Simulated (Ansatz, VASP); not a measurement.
**One calculation of TlCl, two programs**

File INCAR:

```
PREC = Accurate
ENCUT = 500
EDIFF = 1E-6
ISMEAR = 0
SIGMA = 0.01
LREAL = F
LASPH = T
NELM = 120
ALGO = Normal
ISIF = 2
LWAVE = F
LCHARG = F
GGA = PE
NBANDS = 17
GGA_COMPAT = F
```

Contents of KPOINTS:

```
Automatic mesh
0
Gamma
  4 4 4
```

POSCAR

```
TlCl
1.0
    3.7936346873      0.0000000000      0.0000000000
    0.0000000000      3.7936346873      0.0000000000
    0.0000000000      0.0000000000      3.7936346873
Tl Cl
1 1
Direct
    0.0000000000      0.0000000000      0.0000000000
    0.5000000000      0.5000000000      0.5000000000
```

Input for Ansatz:

```yaml
crystal:
  lattice:
    - [3.7936346873, 0.0, 0.0]
    - [0.0, 3.7936346873, 0.0]
    - [0.0, 0.0, 3.7936346873]
  atoms:
    - { symbol: Tl, position: [0.0, 0.0, 0.0] }
    - { symbol: Cl, position: [0.5, 0.5, 0.5] }
kpoints:
  mp_grid: { grid: [4, 4, 4] }
hamiltonian:
  xc: pbe
scf:
  occupations: { method: fixed }
  n_extra_bands: 4
output:
  forces: true
  stress: true
  eigenvalues: true
```

Alike in both runs: task single point; functional PBE; k mesh 4 × 4 × 4; no spin polarisation.

```csv
,VASP,Ansatz
version,VASP 6.6.1,Ansatz 0.2.0
potentials or method,"VASP PAW PBE potentials, release 64 (Tl_d, Cl)","plane waves, PAW"
plane-wave cutoff (eV),500,420
occupations,"gaussian, width 0.01 eV",fixed
valence electrons in the cell,20,20
```

|  | VASP | Ansatz | Ansatz less VASP |
| --- | --- | --- | --- |
| gap on the k mesh at the Fermi level (eV) | 1.99 | 1.99 | -0.007 |
| pressure (GPa) | 2.3 | 2.4 | +0.07 |

Neither program's run includes spin-orbit coupling.
